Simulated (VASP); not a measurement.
Wanted: the native input for a VASP 6.6.1 run.

```
Task                   : single point
Functional             : LDA
Potentials or basis    : VASP PAW LDA potentials, release 64 (Ce, Cu, Se)
Cutoff                 : 520 eV
k mesh                 : 4 × 4 × 4
Occupations            : methfessel-paxton, width 0.0893 eV
Spin                   : no spin polarisation
Hubbard terms          : Ce f U = 5.0 eV
Dipole correction      : no
Further INCAR settings : ALGO = Normal; EDIFF = 1e-07; NBANDS = 28
```

The structure of CeCuSe3 lies in POSCAR:

```
CeCuSe3
1.0
    0.0000000000      4.6487720000      0.0000000000
    4.6487720000      0.0000000000      0.0000000000
    2.3243860000      2.3243860000     -5.7100010000
Ce Cu Se
1 1 3
Direct
    0.1365000000      0.1365000000      0.7270000000
    0.5221000000      0.5221000000      0.9558000000
    0.8858000000      0.3858000000      0.2284000000
    0.3858000000      0.8858000000      0.2284000000
    0.7504000000      0.7504000000      0.4992000000
```

One way to write it, as run:

INCAR

```
PREC = Accurate ; ENCUT = 520
EDIFF = 1E-7 ; ISMEAR = 1
SIGMA = 0.0893 ; LREAL = False
LASPH = True ; NELM = 150
ALGO = Normal ; ISIF = 2
LWAVE = False ; LCHARG = True
LMAXMIX = 6 ; LDAU = True
LDAUTYPE = 2 ; LDAUL = 3 -1 -1
LDAUU = 5 0 0 ; LDAUJ = 0 0 0
LDAUPRINT = 1 ; GGA = CA
LELF = True ; LVHAR = True
NBANDS = 28
```

KPOINTS

```
Automatic mesh
0
Gamma
  4 4 4
```

Potentials or basis: VASP PAW LDA potentials, release 64 (Ce, Cu, Se).

The run is started by

```bash
$ cat potpaw_LDA.64/Ce/POTCAR potpaw_LDA.64/Cu/POTCAR potpaw_LDA.64/Se/POTCAR > POTCAR
$ mpirun -np 1 vasp_std > vasp.out
```

Results of the run:

```json
{
 "Pressure": "-9.9 GPa",
 "Largest force": "3.562 eV/Å",
 "Band gap on the k mesh": "zero (an odd number of electrons rules out a gap without spin polarisation)"
}
```

Caveat: the k points lie up to 0.36 Å⁻¹ apart, too coarse for converged energies and pressures of a metal; spin-orbit coupling is left out, which moves the levels of the heavy elements; the run has no spin polarisation, though such a crystal can be magnetic; U without spin polarisation on a metal has little footing; forces of over 1 eV/Å act on the atoms, so gaps and moduli don't describe the material at rest.

It took 5.9 min on 1 thread of Intel(R) Xeon(R) Platinum 8375C CPU @ 2.90GHz (Ice Lake), with other jobs on the host, peak memory 0.23 GiB.
